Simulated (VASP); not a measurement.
Set up this calculation in VASP 6.6.1, as the native input.

```yaml
Task: single point
Functional: PBE
Potentials_or_basis: VASP PAW PBE potentials, release 64 (Si, Mo_sv)
Cutoff: 520 eV
k_mesh: 20 × 20 × 20
Occupations: fermi-dirac, width 0.05 eV
Spin: no spin polarisation
Dipole_correction: no
Further_INCAR_settings: ALGO = Normal; EDIFF = 1e-07; NBANDS = 18
```

The structure of Si2Mo lies in POSCAR:

```
Si2Mo
1.0
   -1.6210550461      1.6210550461      3.9822230367
    1.6210550461     -1.6210550461      3.9822230367
    1.6210550461      1.6210550461     -3.9822230367
Si Mo
2 1
Direct
    0.3355148037      0.3355148037      0.0000000000
    0.6644851963      0.6644851963      0.0000000000
    0.0000000000      0.0000000000      0.0000000000
```

These files were run (other wordings do the same):

INCAR

```
PREC     = Accurate       # precision mode
ENCUT    = 520            # plane-wave cutoff, eV
EDIFF    = 1E-7           # SCF threshold, eV
ISMEAR   = -1             # smearing method
SIGMA    = 0.05           # smearing width, eV
LREAL    = False          # projectors in reciprocal space
LASPH    = True           # aspherical terms in the spheres
NELM     = 100            # most SCF steps
ALGO     = Normal         # electronic algorithm
ISIF     = 2              # what is computed and relaxed
LWAVE    = False          # write WAVECAR
LCHARG   = False          # write CHGCAR
GGA      = PE             # functional
NBANDS   = 18             # bands
```

KPOINTS

```
regular mesh
0
Gamma
  20 20 20
```

Potentials or basis: VASP PAW PBE potentials, release 64 (Si, Mo_sv).

Command:

```console
$ cat potpaw_PBE.64/Si/POTCAR potpaw_PBE.64/Mo_sv/POTCAR > POTCAR
$ mpirun -np 1 vasp_std > vasp.out
```

Results of the run:

```yaml
Pressure: -5.2 GPa
Largest_force: 0.010 eV/Å
Band_gap_on_the_k_mesh: zero (bands 11 and 12 overlap by 0.90 eV)
```

Caveat: the cell stands under tension.

Wall time 15 min on 1 thread of Oxide Virtual Turin-like Processor (shared host), peak memory 0.54 GiB.
